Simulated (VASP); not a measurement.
# Ir4Pt3 (F-43m) in VASP: further runs

The runs below take Ir4Pt3 through single point, with PBE.

Everything below comes from runs of VASP 6.6.1. Logs are shortened: lines on timing, memory, paths and dates and some standing lists are left out, and cuts for length are marked.

### 1 The cell of the first run

Symmetry: F-43m, No. 216, cubic system. Conventional cell: a = 8.829 Å, b = 8.829 Å, c = 8.829 Å, α = 90.00°, β = 90.00°, γ = 90.00°. Within 3.1 Å of Ir (site symmetry 3m) lie 1 Pt at 2.33 Å and 3 Ir at 2.45 Å. Pt (site symmetry -43m) has 12 Ir at 3.75 Å and 8 Pt at 3.82 Å within 4.9 Å. Within 3.1 Å of Pt (site symmetry -43m) lie 4 Ir at 2.33 Å. Pt (site symmetry -43m) has 12 Ir at 3.61 Å and 10 Pt at 3.82 to 4.41 Å within 4.7 Å.

### 2 Single point, PBE

Contents of INCAR:

```
PREC     = Accurate       # precision mode
ENCUT    = 500            # plane-wave cutoff, eV
EDIFF    = 1E-6           # SCF threshold, eV
ISMEAR   = 0              # smearing method
SIGMA    = 0.2            # smearing width, eV
LREAL    = F              # projectors in reciprocal space
LASPH    = T              # aspherical terms in the spheres
NELM     = 120            # most SCF steps
ALGO     = Normal         # electronic algorithm
ISIF     = 2              # what is computed and relaxed
LWAVE    = F              # write WAVECAR
LCHARG   = F              # write CHGCAR
GGA      = PE             # functional
NBANDS   = 42             # bands
GGA_COMPAT= F
```

Contents of KPOINTS:

```
Automatic mesh
0
Gamma
  4 4 4
```

Contents of POSCAR:

```
Ir4Pt3
1.0
    0.0000000000      4.4145922672      4.4145922672
    4.4145922672      0.0000000000      4.4145922672
    4.4145922672      4.4145922672      0.0000000000
Ir Pt
4 3
Direct
    0.1520669385      0.1520669385      0.1520669385
    0.1520669385      0.1520669385      0.5437991845
    0.1520669385      0.5437991845      0.1520669385
    0.5437991845      0.1520669385      0.1520669385
    0.7500000000      0.7500000000      0.7500000000
    0.0000000000      0.0000000000      0.0000000000
    0.5000000000      0.5000000000      0.5000000000
```

Potentials or basis: VASP PAW PBE potentials, release 64 (Ir, Pt).

Run with:

```
cat potpaw_PBE.64/Ir/POTCAR potpaw_PBE.64/Pt/POTCAR > POTCAR
mpirun -np 1 vasp_std > vasp.out
```

OUTCAR:

```text
PREC = Accurate
   ENCUT = 500
   EDIFF = 1E-6
   ISMEAR = 0
   LREAL = F
   LASPH = T
   NELM = 120
   ISIF = 2
   GGA = PE

 ion  position               nearest neighbor table
   1  0.152  0.152  0.152-   6 2.33   3 2.45   4 2.45   2 2.45
   2  0.152  0.152  0.544-   6 2.33   3 2.45   4 2.45   1 2.45
   3  0.152  0.544  0.152-   6 2.33   2 2.45   4 2.45   1 2.45
   4  0.544  0.152  0.152-   6 2.33   2 2.45   3 2.45   1 2.45
   5  0.750  0.750  0.750-
   6  0.000  0.000  0.000-   1 2.33   2 2.33   3 2.33   4 2.33
   7  0.500  0.500  0.500-

  LATTYP: Found a face centered cubic cell.
 ALAT       =     8.8291845344

  Lattice vectors:

 A1 = (   0.0000000000,   4.4145922672,   4.4145922672)
 A2 = (   4.4145922672,   0.0000000000,   4.4145922672)
 A3 = (   4.4145922672,   4.4145922672,   0.0000000000)

Analysis of symmetry for initial positions (statically):
=====================================================================
 Subroutine PRICEL returns:
 Original cell was already a primitive cell.

 Routine SETGRP: Setting up the symmetry group for a
 face centered cubic supercell.

 Subroutine GETGRP returns: Found 24 space group operations
 (whereof 24 operations were pure point group operations)
 out of a pool of 48 trial point group operations.

The static configuration has the point symmetry T_d .

Analysis of symmetry for dynamics (positions and initial velocities):
=====================================================================
 Subroutine PRICEL returns:
 Original cell was already a primitive cell.

 Routine SETGRP: Setting up the symmetry group for a
 face centered cubic supercell.

 Subroutine GETGRP returns: Found 24 space group operations
 (whereof 24 operations were pure point group operations)
 out of a pool of 48 trial point group operations.

The dynamic configuration has the point symmetry T_d .

 Subroutine INISYM returns: Found 24 space group operations
 (whereof 24 operations are pure point group operations),
 and found     1 'primitive' translations

----------------------------------------------------------------------------------------

                                     Primitive cell

  volume of cell :     172.0687

  direct lattice vectors                    reciprocal lattice vectors
     0.000000000  4.414592267  4.414592267    -0.113260743  0.113260743  0.113260743
     4.414592267  0.000000000  4.414592267     0.113260743 -0.113260743  0.113260743
     4.414592267  4.414592267  0.000000000     0.113260743  0.113260743 -0.113260743

  length of vectors
     6.243176257  6.243176257  6.243176257     0.196173361  0.196173361  0.196173361

  position of ions in fractional coordinates (direct lattice)
     0.152066938  0.152066938  0.152066938
     0.152066938  0.152066938  0.543799185
     0.152066938  0.543799185  0.152066938
     0.543799185  0.152066938  0.152066938
     0.750000000  0.750000000  0.750000000
     0.000000000  0.000000000  0.000000000
     0.500000000  0.500000000  0.500000000

  ion indices of the primitive-cell ions
   primitive index   ion index
                 1           1
                 2           2
                 3           3
                 4           4
                 5           5
                 6           6
                 7           7

----------------------------------------------------------------------------------------

 KPOINTS: Automatic mesh

Automatic generation of k-mesh.
 Grid dimensions read from file:
 generate k-points for:    4    4    4

 Generating k-lattice:

  Cartesian coordinates                     Fractional coordinates (reciprocal lattice)
    -0.028315186  0.028315186  0.028315186     0.250000000  0.000000000  0.000000000
     0.028315186 -0.028315186  0.028315186     0.000000000  0.250000000  0.000000000
     0.028315186  0.028315186 -0.028315186     0.000000000  0.000000000  0.250000000

  Length of vectors
     0.049043340  0.049043340  0.049043340

  Shift w.r.t. Gamma in fractional coordinates (k-lattice)
     0.000000000  0.000000000  0.000000000

 Subroutine IBZKPT returns following result:
 ===========================================

 Found      8 irreducible k-points:

 Following reciprocal coordinates:
            Coordinates               Weight
  0.000000  0.000000  0.000000      1.000000
  0.250000  0.000000  0.000000      8.000000
  0.500000  0.000000  0.000000      4.000000
  0.250000  0.250000  0.000000      6.000000
  0.500000  0.250000  0.000000     24.000000
 -0.250000  0.250000  0.000000     12.000000
  0.500000  0.500000  0.000000      3.000000
 -0.250000  0.500000  0.250000      6.000000
   k-points           NKPTS =      8   k-points in BZ     NKDIM =      8   number of bands    NBANDS=     42
   number of dos      NEDOS =    301   number of ions     NIONS =      7
   total plane-waves  NPLWV = 110592
   dimension x,y,z NGX =    48 NGY =   48 NGZ =   48
   dimension x,y,z NGXF=    96 NGYF=   96 NGZF=   96
   ions per type =               4   3
   NGX,Y,Z   is equivalent  to a cutoff of  12.78, 12.78, 12.78 a.u.
   NGXF,Y,Z  is equivalent  to a cutoff of  25.56, 25.56, 25.56 a.u.
 SYSTEM =  unknown system
   PREC   = accura    normal or accurate (medium, high low for compatibility)
   ISTART =      0    job   : 0-new  1-cont  2-samecut
   ICHARG =      2    charge: 1-file 2-atom 10-const
   ISPIN  =      1    spin polarized calculation?
   LNONCOLLINEAR =      F non collinear calculations
   LSORBIT =      F    spin-orbit coupling
   LASPH  =      T    aspherical Exc in radial PAW
   ENCUT  =  500.0 eV  36.75 Ry    6.06 a.u.  11.38 11.38 11.38*2*pi/ulx,y,z
   NELM   =    120;   NELMIN=  2; NELMDL= -5     # of ELM steps
   EDIFF  = 0.1E-05   stopping-criterion for ELM
   LREAL  =      F    real-space projection
   EDIFFG = 0.1E-04   stopping-criterion for IOM
   NSW    =      0    number of steps for IOM
   IBRION =     -1    ionic relax: 0-MD 1-quasi-New 2-CG
   NFREE  =      0    steps in history (QN), initial steepest desc. (CG)
   ISIF   =      2    stress and relaxation
   ISYM   =      2    0-nonsym 1-usesym 2-fastsym
   POTIM  = 0.5000    time-step for ionic-motion
   TEBEG  =    0.0;   TEEND  =   0.0 temperature during run
   PSTRESS=    0.0 pullay stress
   NELECT =      66.0000    total number of electrons
   NUPDOWN=      -1.0000    fix difference up-down
   EMIN   =  10.00;   EMAX   =-10.00  energy-range for DOS
   EFERMI =   0.00;   METHOD = LEGACY
   ISMEAR =     0;   SIGMA  =   0.20  broadening in eV -4-tet -1-fermi 0-gaus
   EFERMI_NEDOS =   21; number of points for ismear=-14 and -15
   IALGO  =     38    algorithm
   IMIX   =      4    mixing-type and parameters
     AMIX     =   0.40;   BMIX     =  1.00
     AMIX_MAG =   1.60;   BMIX_MAG =  1.00
  volume/ion in A,a.u.               =      24.58       165.88
  Fermi-wavevector in a.u.,A,eV,Ry     =   1.189476  2.247783 19.250234  1.414852
  Thomas-Fermi vector in A             =   2.325582
   LORBIT       =      0    0 simple, 1 ext, 2 COOP (PROOUT), +10 PAW based schemes
   GGA     = PE    functional components
   LHFCALC =     F    Hartree Fock is set to
   AEXX    =    0.0000 exact exchange contribution
   IVDW    =     0    specifies the selected vdW correction
   LEPSILON=     F    determine dielectric tensor
   LRPA    =     F    only Hartree local field effects (RPA)
 non-spin polarized calculation
 Gauss-broadening in eV      SIGMA  =   0.20
  energy-cutoff  :      500.00
  volume of cell :      172.07
 maximum number of plane-waves:      4398
 NGX is ok and might be reduce to    48
   NGX = 23   NGY = 23   NGZ = 23

 number of electron      65.9999997 magnetization

 Free energy of the ion-electron system (eV)
  ---------------------------------------------------
  ext. energy  EPLUGINS =         0.00000000
  ---------------------------------------------------
  free energy    TOTEN  =       -38.72123423 eV

  energy without entropy =      -38.42439236  energy(sigma->0) =      -38.57281330

 E-fermi :   3.8279     XC(G=0): -10.4780

 val. band max:        3.8000848239   @ k =   0.2500   0.2500   0.0000
 cond. band min:       3.8308747246   @ k =   0.5000   0.5000   0.0000
 fundamental gap:      0.0307899006
 Fermi energy:         3.8279199528

 k-point     1 :       0.0000    0.0000    0.0000
  band No.  band energies     occupation
      1      -4.9107      2.00000
      2      -1.8673      2.00000
      3      -1.8673      2.00000
      4      -1.6620      2.00000
      5      -1.6620      2.00000
      6      -1.6620      2.00000
[... 34 lines left out ...]
     41       6.3958      0.00000
     42       6.3958      0.00000

 k-point     2 :       0.2500    0.0000    0.0000
  band No.  band energies     occupation
      1      -4.7508      2.00000
      2      -2.2434      2.00000
      3      -1.9818      2.00000
      4      -1.9818      2.00000
      5      -1.7064      2.00000
      6      -1.7064      2.00000
[... 34 lines left out ...]
     41       6.5897      0.00000
     42       6.5897      0.00000

 k-point     3 :       0.5000    0.0000    0.0000
  band No.  band energies     occupation
      1      -4.5721      2.00000
      2      -2.5348      2.00000
      3      -2.0681      2.00000
      4      -2.0681      2.00000
      5      -1.6819      2.00000
      6      -1.6819      2.00000
[... 34 lines left out ...]
     41       6.8395      0.00000
     42       7.2049      0.00000

 k-point     4 :       0.2500    0.2500    0.0000
  band No.  band energies     occupation
      1      -4.6966      2.00000
      2      -2.2918      2.00000
      3      -2.0568      2.00000
      4      -2.0568      2.00000
      5      -1.7520      2.00000
      6      -1.6019      2.00000
[... 34 lines left out ...]
     41       5.7989      0.00000
     42       7.8396      0.00000

 k-point     5 :       0.5000    0.2500    0.0000
  band No.  band energies     occupation
      1      -4.5154      2.00000
      2      -2.4886      2.00000
      3      -2.2908      2.00000
      4      -2.1659      2.00000
      5      -1.5537      2.00000
      6      -1.4462      2.00000
[... 34 lines left out ...]
     41       6.5708      0.00000
     42       7.7301      0.00000

 k-point     6 :      -0.2500    0.2500    0.0000
  band No.  band energies     occupation
      1      -4.5766      2.00000
      2      -2.3726      2.00000
      3      -2.2954      2.00000
      4      -2.1286      2.00000
      5      -1.6425      2.00000
      6      -1.5104      2.00000
[... 34 lines left out ...]
     41       6.5533      0.00000
     42       6.9952      0.00000

 k-point     7 :       0.5000    0.5000    0.0000
  band No.  band energies     occupation
      1      -4.4540      2.00000
      2      -2.6144      2.00000
      3      -2.2313      2.00000
      4      -2.2313      2.00000
      5      -1.4295      2.00000
      6      -1.1877      2.00000
[... 34 lines left out ...]
     41       5.7096      0.00000
     42       8.7511      0.00000

 k-point     8 :      -0.2500    0.5000    0.2500
  band No.  band energies     occupation
      1      -4.4525      2.00000
      2      -2.4948      2.00000
      3      -2.3542      2.00000
      4      -2.2827      2.00000
      5      -1.4484      2.00000
      6      -1.2840      2.00000
[... 34 lines left out ...]
     41       7.0179      0.00000
     42       7.6231      0.00000

------------------------ aborting loop because EDIFF is reached ----------------------------------------

  FORCE on cell =-STRESS in cart. coord.  units (eV):
  Direction    XX          YY          ZZ          XY          YZ          ZX
  --------------------------------------------------------------------------------------
  -------------------------------------------------------------------------------------
  Total       -0.2295840     -0.2295840     -0.2295840     -0.0000000      0.0000000      0.0000000
  in kB       -2.1377181     -2.1377181     -2.1377181     -0.0000000      0.0000000      0.0000000
  external PRESSURE =      -2.1377181 kB  Pullay stress =       0.0000000 kB

 VOLUME and BASIS-vectors are now :
 -----------------------------------------------------------------------------
  energy-cutoff  :      500.00
  volume of cell :      172.07
      direct lattice vectors                 reciprocal lattice vectors
     0.000000000  4.414592267  4.414592267    -0.113260743  0.113260743  0.113260743
     4.414592267  0.000000000  4.414592267     0.113260743 -0.113260743  0.113260743
     4.414592267  4.414592267  0.000000000     0.113260743  0.113260743 -0.113260743

 POSITION                                       TOTAL-FORCE (eV/Angst)
 -----------------------------------------------------------------------------------
      1.34263      1.34263      1.34263        -0.090588     -0.090588     -0.090588
      3.07197      3.07197      1.34263         0.090588      0.090588     -0.090588
      3.07197      1.34263      3.07197         0.090588     -0.090588      0.090588
      1.34263      3.07197      3.07197        -0.090588      0.090588      0.090588
      6.62189      6.62189      6.62189        -0.000000     -0.000000     -0.000000
      0.00000      0.00000      0.00000        -0.000000     -0.000000     -0.000000
      4.41459      4.41459      4.41459        -0.000000     -0.000000     -0.000000
 -----------------------------------------------------------------------------------
    total drift:                               -0.000000     -0.000000     -0.000000

  FREE ENERGIE OF THE ION-ELECTRON SYSTEM (eV)
  ---------------------------------------------------
  free  energy   TOTEN  =       -38.7212342309 eV

  energy  without entropy=      -38.4243923624  energy(sigma->0) =      -38.57281330
```

Wall time 49 s (1 thread of Intel Xeon 6975P-C (Granite Rapids), shared host); peak memory 0.33 GiB.

Results:

```
Free energy            : -38.7212 eV
Pressure               : -0.2 GPa
Largest force          : 0.157 eV/Å
Band gap on the k mesh : zero (band 33 reaches 4.08 eV, above the bottom of band 34 at 3.68 eV)
```

Forces in eV/Å, atoms in the order of the input:
```
Ir  -0.091 -0.091 -0.091
Ir   0.091  0.091 -0.091
Ir   0.091 -0.091  0.091
Ir  -0.091  0.091  0.091
Pt   0.000  0.000  0.000
Pt   0.000  0.000  0.000
Pt   0.000  0.000  0.000
```

Levels at points of the mesh, in eV from the Fermi level:
```tsv
k point	band 31	band 32	band 33	band 34	band 35	band 36
(0.00, 0.00, 0.00)	0.07	0.07	0.16	0.16	0.59	0.59
(0.50, 0.00, 0.00)	-0.29	-0.29	0.26	0.26	0.46	0.60
(0.50, 0.50, 0.00)	-0.35	-0.30	-0.17	-0.12	0.00	0.00
```

Caveat: spin-orbit coupling is left out, which moves the levels of the heavy elements.

### 3 Single point, PBE

This run uses another cell than the first one, of 24.51 Å³/atom, 0.997 times its volume.

Contents of INCAR:

```
SYSTEM = Ir4Pt3
PREC = Accurate
ENCUT = 500
EDIFF = 1E-6
ISMEAR = 0
SIGMA = 0.2
LREAL = .False.
LASPH = .True.
NELM = 120
ALGO = Normal
ISIF = 2
LWAVE = .False.
LCHARG = .False.
GGA = PE
NBANDS = 42
GGA_COMPAT = .False.
```

Contents of KPOINTS:

```
Automatic mesh
0
Gamma
  4 4 4
  0 0 0
```

Contents of POSCAR:

```
Ir4Pt3
1.0
    0.0000000000      4.4101781978      4.4101781978
    4.4101781978      0.0000000000      4.4101781978
    4.4101781978      4.4101781978      0.0000000000
Ir Pt
4 3
Direct
    0.0979639942      0.0979639942      0.0979639942
    0.0979639942      0.0979639942      0.7061080175
    0.0979639942      0.7061080175      0.0979639942
    0.7061080175      0.0979639942      0.0979639942
    0.5000000000      0.5000000000      0.5000000000
    0.7500000000      0.7500000000      0.7500000000
    0.2500000000      0.2500000000      0.2500000000
```

Potentials or basis: VASP PAW PBE potentials, release 64 (Ir, Pt).

Run with:

```
cat potpaw_PBE.64/Ir/POTCAR potpaw_PBE.64/Pt/POTCAR > POTCAR
mpirun -np 1 vasp_std > vasp.out
```

Run time: 53 s. Hardware: 1 thread of Intel Xeon 6975P-C (Granite Rapids), shared host; peak memory 0.34 GiB.

Results (log left out):

* Free energy: -38.7215 eV
* Pressure: 0.1 GPa
* Largest force: 0.163 eV/Å
* Band gap on the k mesh: zero (band 33 reaches 4.12 eV, above the bottom of band 34 at 3.71 eV)

Forces on the atoms (eV/Å):
```
Ir   0.094  0.094  0.094
Ir  -0.094 -0.094  0.094
Ir  -0.094  0.094 -0.094
Ir   0.094 -0.094 -0.094
Pt   0.000  0.000  0.000
Pt   0.000  0.000  0.000
Pt   0.000  0.000  0.000
```

Levels at points of the mesh, in eV from the Fermi level:
```csv
k point,band 30,band 31,band 32,band 33,band 34,band 35,band 36,band 37
"(0.00, 0.00, 0.00)",0.08,0.08,0.08,0.16,0.16,0.60,0.60,0.60
"(0.50, 0.00, 0.00)",-0.54,-0.29,-0.29,0.26,0.26,0.46,0.60,0.79
"(0.50, 0.50, 0.00)",-0.36,-0.36,-0.30,-0.17,-0.12,0.00,0.00,0.95
```

Caveat: spin-orbit coupling is left out, which moves the levels of the heavy elements.
